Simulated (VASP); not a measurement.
The system is KCl.

```
CELL_PARAMETERS angstrom
3.86411 -0.03701 0.03839
-0.03701 3.83973 0.01497
0.03839 0.01497 3.89394
ATOMIC_POSITIONS crystal
K 0.00766 0.00192 0.98651
Cl 0.49234 0.49808 0.51349
```

- Program: VASP 6.6.1
- Task: relaxation of cell and atoms
- Functional: PBEsol
- Potentials or basis: VASP PAW PBE potentials, release 64 (K_sv, Cl)
- Cutoff: 600 eV
- k mesh: 6 × 6 × 6
- Occupations: gaussian, width 0.02 eV
- Spin: no spin polarisation

At the start: pressure -1.6 GPa; volume 28.88 Å³/atom.

Q: Where does the relaxation end?

A: Over 9 steps the energy falls by 17.5 meV/atom and the volume is 26.28 Å³/atom (-9.0 %); space group P1 (No. 1, to 0.1 Å) before, Pm-3m (No. 221, to 0.1 Å).

Step by step:
```
step  energy change (eV)  largest force (eV/Å)  pressure (GPa)  volume (Å³)
   1              0.0000                0.0631           -1.57        57.76
   2             -0.0195                0.0805           -0.95        55.43
   3             -0.0291                0.1003           -0.06        52.87
   4             -0.0293                0.1032            0.09        52.51
   5             -0.0309                0.0877            0.07        52.46
   6             -0.0338                0.0466            0.08        52.31
   7             -0.0327                0.0224            0.23        51.99
   8             -0.0344                0.0196            0.13        52.18
   9             -0.0349                0.0107           -0.04        52.57
```

Final structure:
```yaml
crystal:
  lattice:
    - [3.74631, 0.00494, -0.01682]
    - [0.00527, 3.74845, -0.00800]
    - [-0.01658, -0.00795, 3.74354]
  atoms:
    - { symbol: K, position: [0.00010, 0.99937, 0.99851] }
    - { symbol: Cl, position: [0.49990, 0.50063, 0.50149] }
```

Caveat: the PAW data sets were made with another functional, which shifts forces and pressure a little.
